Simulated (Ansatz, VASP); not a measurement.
**SiC: VASP beside Ansatz**

```
CELL_PARAMETERS angstrom
3.09199 0.00000 0.00000
-1.54599 2.67774 0.00000
0.00000 0.00000 5.07376
ATOMIC_POSITIONS crystal
Si 0.33333 0.66667 0.00456
Si 0.66667 0.33333 0.50456
C 0.40377 0.70188 0.36732
C 0.66667 0.33333 0.88044
```

Alike in both runs: task single point; functional PBE; k mesh 12 × 12 × 6; occupations gaussian, width 0.05 eV; no spin polarisation.

```csv
,VASP,Ansatz
version,VASP 6.6.1,Ansatz 0.2.0
potentials or method,"VASP PAW PBE potentials, release 64 (Si, C), cutoff 520 eV","scalar-relativistic, plane waves, PAW"
valence electrons in the cell,16,16
```

|  | VASP | Ansatz | Ansatz less VASP |
| --- | --- | --- | --- |
| gap on the k mesh at the Fermi level (eV) | 1.65 | 1.65 | +0.005 |
| least direct gap on the mesh (eV) | 3.76 | 3.77 | +0.005 |
| pressure (GPa) | 1.7 | 1.8 | +0.05 |
| traceless stress, the component that is largest in VASP (GPa) | -3.76 | -3.75 | +0.010 |
| rms of the force components (eV/Å) | 0.952 | 0.952 | -0.0009 |

Atom by atom the forces differ by 0.002 eV/Å (rms over components).
